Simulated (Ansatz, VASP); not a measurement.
# SnTe in VASP and in Ansatz

Contents of INCAR:

```
PREC     = Accurate       # precision mode
ENCUT    = 520            # plane-wave cutoff, eV
EDIFF    = 1E-7           # SCF threshold, eV
ISMEAR   = 0              # smearing method
SIGMA    = 0.01           # smearing width, eV
LREAL    = F              # projectors in reciprocal space
LASPH    = T              # aspherical terms in the spheres
NELM     = 80             # most SCF steps
ALGO     = Normal         # electronic algorithm
ISIF     = 2              # what is computed and relaxed
LWAVE    = F              # write WAVECAR
LCHARG   = F              # write CHGCAR
GGA      = PE             # functional
NBANDS   = 17             # bands
```

KPOINTS

```
regular mesh
0
Gamma
  2 2 2
```

POSCAR

```
SnTe
1.0
    4.4559750000      0.0000000000      0.0000000000
    2.2279875000      3.8589875486      0.0000000000
    2.2279875000      1.2863291829      3.6382883522
Sn Te
1 1
Direct
    0.0000000000      0.0000000000      0.0000000000
    0.5000000000      0.5000000000      0.5000000000
```

Input for Ansatz:

```yaml
crystal:
  lattice:
    - [4.455975, 0.0, 0.0]
    - [2.2279875000000002, 3.8589875486283636, 0.0]
    - [2.2279875000000002, 1.2863291828761214, 3.638288352199423]
  atoms:
    - { symbol: Sn, position: [0.0, 0.0, 0.0] }
    - { symbol: Te, position: [0.5000000000000002, 0.49999999999999983, 0.5] }
basis:
  ecutwfc: 476.19925930478996
kpoints:
  mp_grid:
    grid: [2, 2, 2]
hamiltonian:
  xc: pbe
scf:
  occupations:
    method: fixed
output:
  forces: true
  stress: true
```

Alike in both runs: task single point; functional PBE; k mesh 2 × 2 × 2; no spin polarisation.

```csv
,VASP,Ansatz
version,VASP 6.6.1,Ansatz 0.2.0
potentials or method,"VASP PAW PBE potentials, release 64 (Sn_d, Te), cutoff 520 eV","plane waves, PAW"
occupations,"gaussian, width 0.01 eV",fixed
valence electrons in the cell,20,30
```

|  | VASP | Ansatz | Ansatz less VASP |
| --- | --- | --- | --- |
| pressure (GPa) | 5.3 | 5.3 | -0.04 |

VASP's potentials hold 20 valence electrons a cell and Ansatz's 30, so a difference there can come from the potentials and not from the codes.

The k mesh is coarse, so the values compare programs but aren't converged. Neither program's run includes spin-orbit coupling.
